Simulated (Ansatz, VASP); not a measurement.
KCl in VASP and in Ansatz

```
CELL_PARAMETERS angstrom
4.03116 0.00000 0.00000
0.00000 4.03116 0.00000
0.00000 0.00000 3.74322
ATOMIC_POSITIONS crystal
K 0.00000 0.00000 0.00000
Cl 0.50000 0.50000 0.50000
```

Change from the starting cell: strain +0.050 along x and y, -0.025 along z, atoms carried along.

Alike in both runs: task single point; functional LDA; k mesh 6 × 6 × 6; occupations gaussian, width 0.05 eV; no spin polarisation.

|  | VASP | Ansatz |
| --- | --- | --- |
| version | VASP 6.6.1 | Ansatz 0.2.0 |
| potentials or method | VASP PAW LDA potentials, release 64 (K_sv, Cl), cutoff 520 eV | scalar-relativistic, plane waves, PAW |
| valence electrons in the cell | 16 | 16 |

```tsv
	VASP	Ansatz	Ansatz less VASP
gap on the k mesh at the Fermi level (eV)	3.83	3.82	-0.006
least direct gap on the mesh (eV)	3.98	3.97	-0.007
pressure (GPa)	-3.8	-3.8	-0.01
traceless stress, the component that is largest in VASP (GPa)	1.89	1.89	+0.003
```

LDA's correlation is that of Perdew and Zunger in VASP and of Perdew and Wang (1992) in Ansatz.
